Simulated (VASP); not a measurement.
Set up this calculation in VASP 6.6.1, as the native input.

| Property | Result |
| --- | --- |
| Task | single point |
| Functional | PBE |
| Potentials or basis | VASP PAW PBE potentials, release 64 (Pt, O, H) |
| Cutoff | 520 eV |
| k mesh | 1 × 1 × 1 |
| Occupations | gaussian, width 0.01 eV |
| Spin | non-collinear spin, zero start, spin-orbit coupling |
| Dipole correction | no |
| Further INCAR settings | ALGO = Normal; EDIFF = 1e-06; NBANDS = 54 |

The structure of PtO3H6 (Pt(H2O)3) lies in POSCAR:

```
H6PtO3
1.0
   12.9500000000      0.0000000000      0.0000000000
    0.0000000000     13.4900000000      0.0000000000
    0.0000000000      0.0000000000     10.5300000000
Pt O H
1 3 6
Direct
    0.4627768300      0.4974069700      0.4999211800
    0.6470432400      0.5186782800      0.4999211800
    0.3514548300      0.6399621900      0.4999211800
    0.3898339800      0.3335804300      0.4999211800
    0.6525274100      0.4747813200      0.5724928800
    0.6525274100      0.4747813200      0.4273504300
    0.3883135100      0.6664707200      0.5724928800
    0.3883135100      0.6664707200      0.4273504300
    0.3474903500      0.3509696100      0.5724928800
    0.3474903500      0.3509696100      0.4273504300
```

One way to write it, as run:

INCAR

```
SYSTEM = H6PtO3
PREC = Accurate ; ENCUT = 520
EDIFF = 1E-6 ; ISMEAR = 0
SIGMA = 0.01 ; LREAL = .FALSE.
LASPH = .TRUE. ; NELM = 150
ALGO = Normal ; ISIF = 2
LWAVE = .FALSE. ; LCHARG = .TRUE.
LNONCOLLINEAR = .TRUE. ; MAGMOM = 0 0 0 0 0 0 0 0 0 0 0 0 0 0 0 0 0 0 0 0 0 0 0 0 0 0 0 0 0 0
LORBIT = 11 ; LSORBIT = .TRUE.
GGA_COMPAT = .FALSE. ; LORBMOM = .TRUE.
LMAXMIX = 4 ; GGA = PE
LVHAR = .TRUE. ; NBANDS = 54
```

KPOINTS

```
Automatic mesh
0
G
  1 1 1
  0 0 0
```

Potentials or basis: VASP PAW PBE potentials, release 64 (Pt, O, H).

The run is started by

```console
$ cat potpaw_PBE.64/Pt/POTCAR potpaw_PBE.64/O/POTCAR potpaw_PBE.64/H/POTCAR > POTCAR
$ mpirun -np 1 vasp_ncl > vasp.out
```

It gave:

* Largest force: 0.397 eV/Å
* Net moment: 0.00 μB per cell
* Valence electrons inside the program's atomic spheres: Pt 8.94; O 5.16; H 0.75

It took 31 min on 1 thread of Intel(R) Xeon(R) Platinum 8488C (Sapphire Rapids), on a shared host, peak memory 4.2 GiB.
